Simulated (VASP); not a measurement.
# MgO (P6_3/mmc) in VASP: further runs

The runs below take MgO through single point, with PBEsol.

All numbers are computed with VASP 6.6.1; they aren't measurements. Logs are shortened: lines on timing, memory, paths and dates and some standing lists are left out, and cuts for length are marked.

### Step 1. The cell of the first run

It takes space group P6_3/mmc (No. 194, hexagonal). The conventional cell has a = 3.399 Å, b = 3.399 Å, c = 4.178 Å, α = 90.00°, β = 90.00°, γ = 120.00°. Mg (site symmetry -6m2) has 5 O at 1.96 to 2.09 Å within 2.6 Å. O (site symmetry -6m2) has 5 Mg at 1.96 to 2.09 Å within 2.6 Å.

### Step 2. Single point, PBEsol (strain -0.025 along x and y, +0.000 along z)

Contents of INCAR:

```
SYSTEM = MgO
PREC = Accurate ; ENCUT = 520
EDIFF = 1E-6 ; ISMEAR = 0
SIGMA = 0.05 ; LREAL = .FALSE.
LASPH = .TRUE. ; NELM = 100
ALGO = Normal ; ISIF = 2
LWAVE = .FALSE. ; LCHARG = .TRUE.
GGA = PS ; LELF = .TRUE.
LVHAR = .TRUE. ; NBANDS = 16
```

Contents of KPOINTS:

```
Automatic mesh
0
G
  9 9 6
  0 0 0
```

Contents of POSCAR:

```
MgO
1.0
    3.3992184161      0.0000000000      0.0000000000
   -1.6996092081      2.9438095014      0.0000000000
    0.0000000000      0.0000000000      4.1780412200
Mg O
2 2
Direct
    0.6666666667      0.3333333333      0.7500000000
    0.3333333333      0.6666666667      0.2500000000
    0.6666666667      0.3333333333      0.2500000000
    0.3333333333      0.6666666667      0.7500000000
```

Potentials or basis: VASP PAW PBE potentials, release 64 (Mg, O).

Started as:

```bash
cat potpaw_PBE.64/Mg/POTCAR potpaw_PBE.64/O/POTCAR > POTCAR
mpirun -np 1 vasp_std > vasp.out
```

OUTCAR:

```text
SYSTEM = MgO
   PREC = Accurate
   ENCUT = 520
   EDIFF = 1E-6
   ISMEAR = 0
   LREAL = .FALSE.
   LASPH = .TRUE.
   NELM = 100
   ISIF = 2
   GGA = PS

 ion  position               nearest neighbor table
   1  0.667  0.333  0.750-   4 1.96   4 1.96   4 1.96   3 2.09   3 2.09   2 2.87   2 2.87   2 2.87
                             2 2.87   2 2.87   2 2.87
   2  0.333  0.667  0.250-   3 1.96   3 1.96   3 1.96   4 2.09   4 2.09   1 2.87   1 2.87   1 2.87
                             1 2.87   1 2.87   1 2.87
   3  0.667  0.333  0.250-   2 1.96   2 1.96   2 1.96   1 2.09   1 2.09
   4  0.333  0.667  0.750-   1 1.96   1 1.96   1 1.96   2 2.09   2 2.09

  LATTYP: Found a hexagonal cell.
 ALAT       =     3.3992184161
 C/A-ratio  =     1.2291181997

  Lattice vectors:

 A1 = (   3.3992184161,   0.0000000000,   0.0000000000)
 A2 = (  -1.6996092081,   2.9438095014,   0.0000000000)
 A3 = (   0.0000000000,   0.0000000000,   4.1780412200)

Analysis of symmetry for initial positions (statically):
=====================================================================
 Subroutine PRICEL returns:
 Original cell was already a primitive cell.

 Routine SETGRP: Setting up the symmetry group for a
 hexagonal supercell.

 Subroutine GETGRP returns: Found 24 space group operations
 (whereof 12 operations were pure point group operations)
 out of a pool of 24 trial point group operations.

The static configuration has the point symmetry D_3d.
 The point group associated with its full space group is D_6h.

Analysis of symmetry for dynamics (positions and initial velocities):
=====================================================================
 Subroutine PRICEL returns:
 Original cell was already a primitive cell.

 Routine SETGRP: Setting up the symmetry group for a
 hexagonal supercell.

 Subroutine GETGRP returns: Found 24 space group operations
 (whereof 12 operations were pure point group operations)
 out of a pool of 24 trial point group operations.

The dynamic configuration has the point symmetry D_3d.
 The point group associated with its full space group is D_6h.

 Subroutine INISYM returns: Found 24 space group operations
 (whereof 12 operations are pure point group operations),
 and found     1 'primitive' translations

----------------------------------------------------------------------------------------

                                     Primitive cell

  volume of cell :      41.8082

  direct lattice vectors                    reciprocal lattice vectors
     3.399218416  0.000000000  0.000000000     0.294185274  0.169847947  0.000000000
    -1.699609208  2.943809501  0.000000000     0.000000000  0.339695894  0.000000000
     0.000000000  0.000000000  4.178041220     0.000000000  0.000000000  0.239346609

  length of vectors
     3.399218416  3.399218416  4.178041220     0.339695894  0.339695894  0.239346609

  position of ions in fractional coordinates (direct lattice)
     0.666666667  0.333333333  0.750000000
     0.333333333  0.666666667  0.250000000
     0.666666667  0.333333333  0.250000000
     0.333333333  0.666666667  0.750000000

  ion indices of the primitive-cell ions
   primitive index   ion index
                 1           1
                 2           2
                 3           3
                 4           4

----------------------------------------------------------------------------------------

 KPOINTS: Automatic mesh

Automatic generation of k-mesh.
 Grid dimensions read from file:
 generate k-points for:    9    9    6

 Generating k-lattice:

  Cartesian coordinates                     Fractional coordinates (reciprocal lattice)
     0.032687253  0.018871994  0.000000000     0.111111111  0.000000000  0.000000000
     0.000000000  0.037743988  0.000000000     0.000000000  0.111111111  0.000000000
     0.000000000  0.000000000  0.039891102     0.000000000  0.000000000  0.166666667

  Length of vectors
     0.037743988  0.037743988  0.039891102

  Shift w.r.t. Gamma in fractional coordinates (k-lattice)
     0.000000000  0.000000000  0.000000000

 Subroutine IBZKPT returns following result:
 ===========================================

 Found     48 irreducible k-points:

 Following reciprocal coordinates:
            Coordinates               Weight
  0.000000  0.000000  0.000000      1.000000
  0.111111 -0.000000  0.000000      6.000000
  0.222222 -0.000000  0.000000      6.000000
  0.333333 -0.000000  0.000000      6.000000
  0.444444 -0.000000  0.000000      6.000000
  0.111111  0.111111  0.000000      6.000000
[... 16 lines left out ...]
  0.333333  0.222222  0.166667     24.000000
  0.333333  0.333333  0.166667      4.000000
 [... further k-points ...]
   k-points           NKPTS =     48   k-points in BZ     NKDIM =     48   number of bands    NBANDS=     16
   number of dos      NEDOS =    301   number of ions     NIONS =      4
   total plane-waves  NPLWV =  25088
   dimension x,y,z NGX =    28 NGY =   28 NGZ =   32
   dimension x,y,z NGXF=    56 NGYF=   56 NGZF=   64
   ions per type =               2   2
   NGX,Y,Z   is equivalent  to a cutoff of  13.69, 13.69, 12.73 a.u.
   NGXF,Y,Z  is equivalent  to a cutoff of  27.39, 27.39, 25.47 a.u.
 SYSTEM =  MgO
   PREC   = accura    normal or accurate (medium, high low for compatibility)
   ISTART =      0    job   : 0-new  1-cont  2-samecut
   ICHARG =      2    charge: 1-file 2-atom 10-const
   ISPIN  =      1    spin polarized calculation?
   LNONCOLLINEAR =      F non collinear calculations
   LSORBIT =      F    spin-orbit coupling
   LASPH  =      T    aspherical Exc in radial PAW
   ENCUT  =  520.0 eV  38.22 Ry    6.18 a.u.   6.32  6.32  7.77*2*pi/ulx,y,z
   NELM   =    100;   NELMIN=  2; NELMDL= -5     # of ELM steps
   EDIFF  = 0.1E-05   stopping-criterion for ELM
   LREAL  =      F    real-space projection
   EDIFFG = 0.1E-04   stopping-criterion for IOM
   NSW    =      0    number of steps for IOM
   IBRION =     -1    ionic relax: 0-MD 1-quasi-New 2-CG
   NFREE  =      0    steps in history (QN), initial steepest desc. (CG)
   ISIF   =      2    stress and relaxation
   ISYM   =      2    0-nonsym 1-usesym 2-fastsym
   POTIM  = 0.5000    time-step for ionic-motion
   TEBEG  =    0.0;   TEEND  =   0.0 temperature during run
   PSTRESS=    0.0 pullay stress
   NELECT =      16.0000    total number of electrons
   NUPDOWN=      -1.0000    fix difference up-down
   EMIN   =  10.00;   EMAX   =-10.00  energy-range for DOS
   EFERMI =   0.00;   METHOD = LEGACY
   ISMEAR =     0;   SIGMA  =   0.05  broadening in eV -4-tet -1-fermi 0-gaus
   EFERMI_NEDOS =   21; number of points for ismear=-14 and -15
   IALGO  =     38    algorithm
   IMIX   =      4    mixing-type and parameters
     AMIX     =   0.40;   BMIX     =  1.00
     AMIX_MAG =   1.60;   BMIX_MAG =  1.00
  volume/ion in A,a.u.               =      10.45        70.53
  Fermi-wavevector in a.u.,A,eV,Ry     =   1.188578  2.246087 19.221188  1.412717
  Thomas-Fermi vector in A             =   2.324704
   LORBIT       =      0    0 simple, 1 ext, 2 COOP (PROOUT), +10 PAW based schemes
   GGA     = PS    functional components
   LHFCALC =     F    Hartree Fock is set to
   AEXX    =    0.0000 exact exchange contribution
   IVDW    =     0    specifies the selected vdW correction
   LEPSILON=     F    determine dielectric tensor
   LRPA    =     F    only Hartree local field effects (RPA)
 non-spin polarized calculation
 Gauss-broadening in eV      SIGMA  =   0.05
  energy-cutoff  :      520.00
  volume of cell :       41.81
 maximum number of plane-waves:      1140
 NGX is ok and might be reduce to    28
   NGX = 13   NGY = 13   NGZ = 15

 number of electron      16.0000007 magnetization

 Free energy of the ion-electron system (eV)
  ---------------------------------------------------
  ext. energy  EPLUGINS =         0.00000000
  ---------------------------------------------------
  free energy    TOTEN  =       -24.68668967 eV

  energy without entropy =      -24.68668967  energy(sigma->0) =      -24.68668967

 E-fermi :   2.5062     XC(G=0): -10.5509

 val. band max:        2.2660495614   @ k =   0.0000   0.0000   0.0000
 cond. band min:       5.8149240351   @ k =   0.0000   0.0000   0.0000
 fundamental gap:      3.5488744737
 Fermi energy:         2.5062393535

 k-point     1 :       0.0000    0.0000    0.0000
  band No.  band energies     occupation
      1     -14.8660      2.00000
      2     -13.3428      2.00000
      3      -1.7039      2.00000
      4       0.4196      2.00000
      5       0.4196      2.00000
      6       1.3253      2.00000
[... 8 lines left out ...]
     15      18.0596      0.00000
     16      18.4150      0.00000

 k-point     2 :       0.1111   -0.0000    0.0000
  band No.  band energies     occupation
      1     -14.7964      2.00000
      2     -13.3499      2.00000
      3      -1.5987      2.00000
      4       0.2011      2.00000
      5       0.3189      2.00000
      6       1.0093      2.00000
[... 8 lines left out ...]
     15      17.5133      0.00000
     16      17.8353      0.00000

 k-point     3 :       0.2222   -0.0000    0.0000
  band No.  band energies     occupation
      1     -14.6048      2.00000
      2     -13.3811      2.00000
      3      -1.2967      2.00000
      4      -0.4342      2.00000
      5       0.1107      2.00000
      6       0.5572      2.00000
[... 8 lines left out ...]
     15      16.7367      0.00000
     16      17.0700      0.00000

 k-point     4 :       0.3333   -0.0000    0.0000
  band No.  band energies     occupation
      1     -14.3431      2.00000
      2     -13.4566      2.00000
      3      -1.1278      2.00000
      4      -0.8468      2.00000
      5      -0.0822      2.00000
      6       0.2571      2.00000
[... 8 lines left out ...]
     15      16.8452      0.00000
     16      17.0849      0.00000
[... 324 lines left out ...]
 k-point    22 :       0.2222    0.2222    0.1667
  band No.  band energies     occupation
      1     -14.1464      2.00000
      2     -13.5430      2.00000
      3      -1.2413      2.00000
      4      -1.1611      2.00000
      5      -0.0093      2.00000
      6       0.3123      2.00000
[... 8 lines left out ...]
     15      16.7377      0.00000
     16      18.2010      0.00000

 k-point    23 :       0.3333    0.2222    0.1667
  band No.  band energies     occupation
      1     -13.9434      2.00000
      2     -13.6438      2.00000
      3      -1.5349      2.00000
      4      -0.8775      2.00000
      5      -0.4312      2.00000
      6       0.5835      2.00000
[... 8 lines left out ...]
     15      16.5153      0.00000
     16      18.4196      0.00000

 k-point    24 :       0.3333    0.3333    0.1667
  band No.  band energies     occupation
      1     -13.7758      2.00000
      2     -13.7758      2.00000
      3      -1.5061      2.00000
      4      -0.7369      2.00000
      5      -0.7369      2.00000
      6       0.9129      2.00000
[... 8 lines left out ...]
     15      16.3117      0.00000
     16      19.3531      0.00000

 [... further k-points ...]
[... 5 lines left out ...]
  --------------------------------------------------------------------------------------
  -------------------------------------------------------------------------------------
  Total        2.6298226      2.6298226      1.3248800     -0.0000000     -0.0000000      0.0000000
  in kB      100.7802745    100.7802745     50.7721577     -0.0000000     -0.0000000      0.0000000
  external PRESSURE =      84.1109022 kB  Pullay stress =       0.0000000 kB

 VOLUME and BASIS-vectors are now :
 -----------------------------------------------------------------------------
  energy-cutoff  :      520.00
  volume of cell :       41.81
      direct lattice vectors                 reciprocal lattice vectors
     3.399218416  0.000000000  0.000000000     0.294185274  0.169847947  0.000000000
    -1.699609208  2.943809501  0.000000000     0.000000000  0.339695894  0.000000000
     0.000000000  0.000000000  4.178041220     0.000000000  0.000000000  0.239346609

 POSITION                                       TOTAL-FORCE (eV/Angst)
 -----------------------------------------------------------------------------------
      1.69961      0.98127      3.13353         0.000000      0.000000      0.000000
     -0.00000      1.96254      1.04451        -0.000000      0.000000      0.000000
      1.69961      0.98127      1.04451        -0.000000      0.000000     -0.000000
     -0.00000      1.96254      3.13353         0.000000     -0.000000      0.000000
 -----------------------------------------------------------------------------------
    total drift:                               -0.000000      0.000000     -0.000000

  FREE ENERGIE OF THE ION-ELECTRON SYSTEM (eV)
  ---------------------------------------------------
  free  energy   TOTEN  =       -24.6866896670 eV

  energy  without entropy=      -24.6866896670  energy(sigma->0) =      -24.68668967
```

Wall time 49 s (1 thread of AMD EPYC 7R13, shared host); peak memory 0.15 GiB.

Results:

```yaml
Free_energy: -24.6867 eV
Pressure: 8.4 GPa
Band_gap_on_the_k_mesh: 3.55 eV, direct
```

Caveat: the cell differs from its parent crystal (strain -0.025 along x and y, +0.000 along z); the PAW data sets were made with another functional, which shifts forces and pressure a little.

[end of part 1 of 2]
